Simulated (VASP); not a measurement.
# Al4N3 (P3m1) in VASP: a series of runs

Runs on Al4N3. Level: PBE. Tasks: single point.

Program: VASP 6.6.1. These are calculated values, not measurements. Logs are shortened: lines on timing, memory, paths and dates and some standing lists are left out, and cuts for length are marked.

## 1. The cell of the first run

Symmetry: P3m1, No. 156, trigonal system. The conventional cell has a = 3.054 Å, b = 3.054 Å, c = 9.581 Å, α = 90.00°, β = 90.00°, γ = 120.00°. Al (site symmetry 3m) has 4 N at 1.87 to 1.88 Å within 2.5 Å. Within 2.5 Å of Al (site symmetry 3m) lie 3 N at 1.89 Å. Within 2.5 Å of Al (site symmetry 3m) lie 1 N at 1.89 Å. Within 2.5 Å of Al (site symmetry 3m) lie 4 N at 1.86 to 1.87 Å. N (site symmetry 3m) has 4 Al at 1.87 Å within 2.5 Å. Within 2.5 Å of N (site symmetry 3m) lie 4 Al at 1.88 to 1.89 Å. N (site symmetry 3m) has 4 Al at 1.86 to 1.89 Å within 2.5 Å.

## 2. Single point, PBE (volume scaled by 0.94, then relaxed in part)

Contents of INCAR:

```
ALGO = Normal
EDIFF = 1E-6
ENCUT = 520
GGA = PE
ISIF = 2
ISMEAR = 0
LASPH = T
LCHARG = F
LREAL = F
LWAVE = F
NBANDS = 22
NELM = 100
PREC = Accurate
SIGMA = 0.1
```

Contents of KPOINTS:

```
k-points
0
Gamma
  12 12 4
```

Contents of POSCAR:

```
Al4N3
1.0
    3.0535769018      0.0000000000      0.0000000000
   -1.5267884509      2.6444751694      0.0000000000
    0.0000000000      0.0000000000      9.5806823483
Al N
4 3
Direct
    0.0000000000      0.0000000000      0.4967709523
    0.3333333333      0.6666666667      0.7622639761
    0.0000000000      0.0000000000      0.9780304999
    0.3333333333      0.6666666667      0.2374980627
    0.3333333333      0.6666666667      0.4331065136
    0.0000000000      0.0000000000      0.6925412940
    0.0000000000      0.0000000000      0.1747887014
```

Potentials or basis: VASP PAW PBE potentials, release 64 (Al, N).

The run is started by

```bash
cat potpaw_PBE.64/Al/POTCAR potpaw_PBE.64/N/POTCAR > POTCAR
mpirun -np 1 vasp_std > vasp.out
```

OUTCAR:

```text
EDIFF = 1E-6
   ENCUT = 520
   GGA = PE
   ISIF = 2
   ISMEAR = 0
   LASPH = T
   LREAL = F
   NELM = 100
   PREC = Accurate

 ion  position               nearest neighbor table
   1  0.000  0.000  0.497-   5 1.87   5 1.87   5 1.87   6 1.88   4 3.05   4 3.05   4 3.05   2 3.09
                             2 3.09   2 3.09
   2  0.333  0.667  0.762-   6 1.89   6 1.89   6 1.89   3 2.72   3 2.72   3 2.72   1 3.09   1 3.09
                             1 3.09
   3  0.000  0.000  0.978-   7 1.89   2 2.72   2 2.72   2 2.72   4 3.05   4 3.05   4 3.05
   4  0.333  0.667  0.237-   7 1.86   7 1.86   7 1.86   5 1.87   1 3.05   1 3.05   1 3.05   3 3.05
                             3 3.05   3 3.05
   5  0.333  0.667  0.433-   1 1.87   1 1.87   1 1.87   4 1.87
   6  0.000  0.000  0.693-   1 1.88   2 1.89   2 1.89   2 1.89
   7  0.000  0.000  0.175-   4 1.86   4 1.86   4 1.86   3 1.89

  LATTYP: Found a hexagonal cell.
 ALAT       =     3.0535769018
 C/A-ratio  =     3.1375277769

  Lattice vectors:

 A1 = (   3.0535769018,   0.0000000000,   0.0000000000)
 A2 = (  -1.5267884509,   2.6444751694,   0.0000000000)
 A3 = (   0.0000000000,   0.0000000000,   9.5806823483)

Analysis of symmetry for initial positions (statically):
=====================================================================
 Subroutine PRICEL returns:
 Original cell was already a primitive cell.

 Routine SETGRP: Setting up the symmetry group for a
 hexagonal supercell.

 Subroutine GETGRP returns: Found  6 space group operations
 (whereof  6 operations were pure point group operations)
 out of a pool of 24 trial point group operations.

The static configuration has the point symmetry C_3v.

Analysis of symmetry for dynamics (positions and initial velocities):
=====================================================================
 Subroutine PRICEL returns:
 Original cell was already a primitive cell.

 Routine SETGRP: Setting up the symmetry group for a
 hexagonal supercell.

 Subroutine GETGRP returns: Found  6 space group operations
 (whereof  6 operations were pure point group operations)
 out of a pool of 24 trial point group operations.

The dynamic configuration has the point symmetry C_3v.

 Subroutine INISYM returns: Found  6 space group operations
 (whereof  6 operations are pure point group operations),
 and found     1 'primitive' translations

[... 103 lines left out ...]
   NELM   =    100;   NELMIN=  2; NELMDL= -5     # of ELM steps
   EDIFF  = 0.1E-05   stopping-criterion for ELM
   LREAL  =      F    real-space projection
   EDIFFG = 0.1E-04   stopping-criterion for IOM
   NSW    =      0    number of steps for IOM
   IBRION =     -1    ionic relax: 0-MD 1-quasi-New 2-CG
   NFREE  =      0    steps in history (QN), initial steepest desc. (CG)
   ISIF   =      2    stress and relaxation
   ISYM   =      2    0-nonsym 1-usesym 2-fastsym
   POTIM  = 0.5000    time-step for ionic-motion
   TEBEG  =    0.0;   TEEND  =   0.0 temperature during run
   PSTRESS=    0.0 pullay stress
   NELECT =      27.0000    total number of electrons
   NUPDOWN=      -1.0000    fix difference up-down
   EMIN   =  10.00;   EMAX   =-10.00  energy-range for DOS
   EFERMI =   0.00;   METHOD = LEGACY
   ISMEAR =     0;   SIGMA  =   0.10  broadening in eV -4-tet -1-fermi 0-gaus
   EFERMI_NEDOS =   21; number of points for ismear=-14 and -15
   IALGO  =     38    algorithm
   IMIX   =      4    mixing-type and parameters
     AMIX     =   0.40;   BMIX     =  1.00
     AMIX_MAG =   1.60;   BMIX_MAG =  1.00
  volume/ion in A,a.u.               =      11.05        74.58
  Fermi-wavevector in a.u.,A,eV,Ry     =   1.152607  2.178111 18.075371  1.328502
  Thomas-Fermi vector in A             =   2.289257
   LORBIT       =      0    0 simple, 1 ext, 2 COOP (PROOUT), +10 PAW based schemes
   GGA     = PE    functional components
   LHFCALC =     F    Hartree Fock is set to
   AEXX    =    0.0000 exact exchange contribution
   IVDW    =     0    specifies the selected vdW correction
   LEPSILON=     F    determine dielectric tensor
   LRPA    =     F    only Hartree local field effects (RPA)
 non-spin polarized calculation
 Gauss-broadening in eV      SIGMA  =   0.10
  energy-cutoff  :      520.00
  volume of cell :       77.37
 maximum number of plane-waves:      2123
 NGX is ok and might be reduce to    24
   NGX = 11   NGY = 11   NGZ = 35

 number of electron      26.9999998 magnetization

 Free energy of the ion-electron system (eV)
  ---------------------------------------------------
  ext. energy  EPLUGINS =         0.00000000
  ---------------------------------------------------
  free energy    TOTEN  =       -47.12869311 eV

  energy without entropy =      -47.12801107  energy(sigma->0) =      -47.12835209

 E-fermi :   9.2917     XC(G=0): -10.8724

 val. band max:        9.1934471075   @ k =   0.3333   0.3333   0.5000
 cond. band min:       9.2993319168   @ k =   0.3333   0.3333   0.2500
 fundamental gap:      0.1058848093
 Fermi energy:         9.2917327241

 k-point     1 :       0.0000    0.0000    0.0000
  band No.  band energies     occupation
      1      -9.0202      2.00000
      2      -8.3046      2.00000
      3      -7.5124      2.00000
      4      -0.4491      2.00000
      5       0.4570      2.00000
      6       4.2780      2.00000
[... 589 lines left out ...]
     21      16.5007      0.00000
     22      16.9401      0.00000

 [... further k-points ...]
[... 5 lines left out ...]
  --------------------------------------------------------------------------------------
  -------------------------------------------------------------------------------------
  Total        4.9442997      4.9442997      4.9239086      0.0000000      0.0000000      0.0000000
  in kB      102.3930715    102.3930715    101.9707858      0.0000000      0.0000000      0.0000000
  external PRESSURE =     102.2523096 kB  Pullay stress =       0.0000000 kB

 VOLUME and BASIS-vectors are now :
 -----------------------------------------------------------------------------
  energy-cutoff  :      520.00
  volume of cell :       77.37
      direct lattice vectors                 reciprocal lattice vectors
     3.053576902  0.000000000  0.000000000     0.327484793  0.189073433  0.000000000
    -1.526788451  2.644475169  0.000000000     0.000000000  0.378146867  0.000000000
     0.000000000  0.000000000  9.580682348     0.000000000  0.000000000  0.104376699

 POSITION                                       TOTAL-FORCE (eV/Angst)
 -----------------------------------------------------------------------------------
      0.00000      0.00000      4.75940        -0.000000      0.000000      0.005819
     -0.00000      1.76298      7.30301         0.000000     -0.000000     -0.011988
      0.00000      0.00000      9.37020         0.000000     -0.000000      0.006442
     -0.00000      1.76298      2.27539        -0.000000     -0.000000      0.005467
     -0.00000      1.76298      4.14946        -0.000000      0.000000     -0.003474
      0.00000      0.00000      6.63502         0.000000     -0.000000      0.000670
      0.00000      0.00000      1.67460         0.000000     -0.000000     -0.002936
 -----------------------------------------------------------------------------------
    total drift:                               -0.000000      0.000000     -0.000089

  FREE ENERGIE OF THE ION-ELECTRON SYSTEM (eV)
  ---------------------------------------------------
  free  energy   TOTEN  =       -47.1286931119 eV

  energy  without entropy=      -47.1280110708  energy(sigma->0) =      -47.12835209
```

stdout:

```text
POSCAR found type information on POSCAR AlN
 POSCAR found :  2 types and       7 ions
 scaLAPACK will be used
 LDA part: xc-table for (Slater+PW92), standard interpolation
 POSCAR, INCAR and KPOINTS ok, starting setup
 FFT: planning ... GRIDC
 FFT: planning ... GRID_SOFT
 FFT: planning ... GRID
 WAVECAR not read
 entering main loop
```

Run time: 2.2 min. Hardware: 1 thread of Intel Xeon Platinum 8488C (Sapphire Rapids), shared host; peak memory 0.24 GiB.

Results:

```yaml
Free_energy: -47.1287 eV
Pressure: 10.2 GPa
Largest_force: 0.012 eV/Å
```

Forces in eV/Å, atoms in the order of the input:
```
Al   0.000  0.000  0.006
Al   0.000  0.000 -0.012
Al   0.000  0.000  0.006
Al   0.000  0.000  0.005
N    0.000  0.000 -0.003
N    0.000  0.000  0.001
N    0.000  0.000 -0.003
```

Caveat: the cell differs from its parent crystal (volume scaled by 0.94, then relaxed in part).

## 3. Single point, PBE (volume scaled by 0.97, then relaxed in part)

Contents of INCAR:

```
SYSTEM = Al4N3
  ALGO = Normal
  EDIFF = 1E-6
  ENCUT = 520
  GGA = PE
  ISIF = 2
  ISMEAR = 0
  LASPH = .TRUE.
  LCHARG = .FALSE.
  LREAL = .FALSE.
  LWAVE = .FALSE.
  NBANDS = 22
  NELM = 60
  PREC = Accurate
  SIGMA = 0.1
```

Contents of KPOINTS:

```
k-points
0
G
  12 12 4
  0 0 0
```

Contents of POSCAR:

```
Al4N3
1.0
    3.0836081867      0.0000000000      0.0000000000
   -1.5418040933      2.6704830250      0.0000000000
    0.0000000000      0.0000000000      9.6948181106
Al N
4 3
Direct
    0.0000000000      0.0000000000      0.4963150524
    0.3333333333      0.6666666667      0.7607007798
    0.0000000000      0.0000000000      0.9793805668
    0.3333333333      0.6666666667      0.2380934633
    0.3333333333      0.6666666667      0.4331044421
    0.0000000000      0.0000000000      0.6915661184
    0.0000000000      0.0000000000      0.1758395772
```

Potentials or basis: VASP PAW PBE potentials, release 64 (Al, N).

The run is started by

```bash
cat potpaw_PBE.64/Al/POTCAR potpaw_PBE.64/N/POTCAR > POTCAR
mpirun -np 1 vasp_std > vasp.out
```

Wall time 1.9 min (1 thread of Intel Xeon Platinum 8488C (Sapphire Rapids), shared host); peak memory 0.24 GiB.

The run converged. Its results:

```
Free energy   : -47.2426 eV
Pressure      : 4.6 GPa
Largest force : 0.012 eV/Å
```

Forces in eV/Å, atoms in the order of the input:
```
Al   0.000  0.000  0.006
Al   0.000  0.000 -0.012
Al   0.000  0.000  0.007
Al   0.000  0.000  0.006
N    0.000  0.000 -0.004
N    0.000  0.000  0.000
N    0.000  0.000 -0.003
```

Levels at points of the mesh, in eV from the Fermi level:
```tsv
k point	band 10	band 11	band 12	band 13	band 14	band 15	band 16	band 17
(0.00, 0.00, 0.00)	-3.47	-3.47	-3.20	-3.20	0.93	2.44	3.93	5.02
(0.50, 0.00, 0.00)	-4.69	-4.41	-3.90	-3.42	-1.59	1.28	2.80	2.93
(0.00, 0.00, 0.50)	-3.48	-3.19	-3.19	-3.13	0.09	3.40	3.70	4.69
(0.50, 0.00, 0.50)	-4.89	-4.43	-3.88	-3.28	-1.69	1.38	2.60	3.11
```

Caveat: the cell differs from its parent crystal (volume scaled by 0.97, then relaxed in part).

## 4. Single point, PBE

This run uses another cell than the first one, of 11.76 Å³/atom, 1.064 times its volume.

Contents of INCAR:

```
SYSTEM = Al4N3
PREC = Accurate
ENCUT = 520
EDIFF = 1E-6
ISMEAR = 0
SIGMA = 0.1
LREAL = .False.
LASPH = .True.
NELM = 100
ALGO = Normal
ISIF = 2
LWAVE = .False.
LCHARG = .True.
GGA = PE
LELF = .True.
LVHAR = .True.
NBANDS = 22
```

Contents of KPOINTS:

```
regular mesh
0
Gamma
  12 12 4
  0 0 0
```

Contents of POSCAR:

```
Al4N3
1.0
    3.1126565848      0.0000000000      0.0000000000
   -1.5563282924      2.6956396757      0.0000000000
    0.0000000000      0.0000000000      9.8089810343
Al N
4 3
Direct
    0.0000000000      0.0000000000      0.4958122996
    0.3333333333      0.6666666667      0.7589068480
    0.0000000000      0.0000000000      0.9808984398
    0.3333333333      0.6666666667      0.2387838051
    0.3333333333      0.6666666667      0.4331307100
    0.0000000000      0.0000000000      0.6904653411
    0.0000000000      0.0000000000      0.1770025564
```

The run is started by

```bash
cat potpaw_PBE.64/Al/POTCAR potpaw_PBE.64/N/POTCAR > POTCAR
mpirun -np 1 vasp_std > vasp.out
```

Run time: 4.1 min. Hardware: 1 thread of AMD EPYC 7R43 (Zen 3), shared host; peak memory 0.21 GiB.

Results (log left out):

```yaml
Free_energy: -47.2766 eV
Pressure: -0.2 GPa
Largest_force: 0.010 eV/Å
```

Forces in eV/Å, atoms in the order of the input:
```
Al   0.000  0.000  0.004
Al   0.000  0.000 -0.010
Al   0.000  0.000  0.003
Al   0.000  0.000  0.003
N    0.000  0.000 -0.005
N    0.000  0.000  0.004
N    0.000  0.000  0.001
```

Levels at points of the mesh, in eV from the Fermi level:
| k point | band 11 | band 12 | band 13 | band 14 | band 15 | band 16 |
| --- | --- | --- | --- | --- | --- | --- |
| (0.00, 0.00, 0.00) | -3.46 | -3.19 | -3.19 | 0.76 | 2.21 | 3.69 |
| (0.50, 0.00, 0.00) | -4.37 | -3.87 | -3.33 | -1.63 | 1.22 | 2.71 |
| (0.00, 0.00, 0.50) | -3.18 | -3.18 | -3.11 | -0.10 | 3.19 | 3.44 |
| (0.50, 0.00, 0.50) | -4.39 | -3.86 | -3.21 | -1.72 | 1.31 | 2.52 |

## 5. Summary

| cell | gap on the mesh (eV) | pressure (GPa) | largest force (eV/Å) |
| --- | --- | --- | --- |
| a = 3.054, b = 3.054, c = 9.581 Å, angles 90.0, 90.0, 120.0°, 7 atoms | none | 10.2 | 0.01 |
| a = 3.084, b = 3.084, c = 9.695 Å, angles 90.0, 90.0, 120.0°, 7 atoms | none | 4.6 | 0.01 |
| a = 3.113, b = 3.113, c = 9.809 Å, angles 90.0, 90.0, 120.0°, 7 atoms | none | -0.2 | 0.01 |

Alike in all rows: task single point; level PBE; potentials or basis VASP PAW PBE potentials, release 64 (Al, N); no spin polarisation; k mesh 12 × 12 × 4; cutoff (eV) 520; smearing gaussian 0.1 eV.

Total energies depend on the potentials used, so only differences within one code and one set of settings carry meaning.
